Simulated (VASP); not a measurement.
Input of a VASP 6.6.1 run:

File INCAR:

```
SYSTEM = AlCo
PREC = Accurate
ENCUT = 520
EDIFF = 1E-6
ISMEAR = -1
SIGMA = 0.05
LREAL = .FALSE.
LASPH = .TRUE.
NELM = 80
ALGO = Normal
ISIF = 2
LWAVE = .FALSE.
LCHARG = .TRUE.
GGA = PE
LELF = .TRUE.
LVHAR = .TRUE.
NBANDS = 13
```

KPOINTS

```
Automatic mesh
0
G
  16 16 16
  0 0 0
```

POSCAR

```
AlCo
1.0
    2.5143467789      0.0000000000      0.0000000000
    0.0000000000      2.5143467789      0.0000000000
    0.0000000000      0.0000000000      2.5143467789
Co Al
1 1
Direct
    0.0000000000      0.0000000000      0.0000000000
    0.5000000000      0.5000000000      0.5000000000
```

Potentials or basis: VASP PAW PBE potentials, release 64 (Co, Al).

Launch:

```sh
$ cat potpaw_PBE.64/Co/POTCAR potpaw_PBE.64/Al/POTCAR > POTCAR
$ mpirun -np 1 vasp_std > vasp.out
```

Task: Predict the band gap on the k mesh.

Result: Zero (band 6 reaches 19.06 eV, above the bottom of band 7 at 16.25 eV).

Task: Predict the pressure.

Result: 150.9 GPa.

Spin polarisation is off, so any magnetic state and its effect on volume and gap are missing.
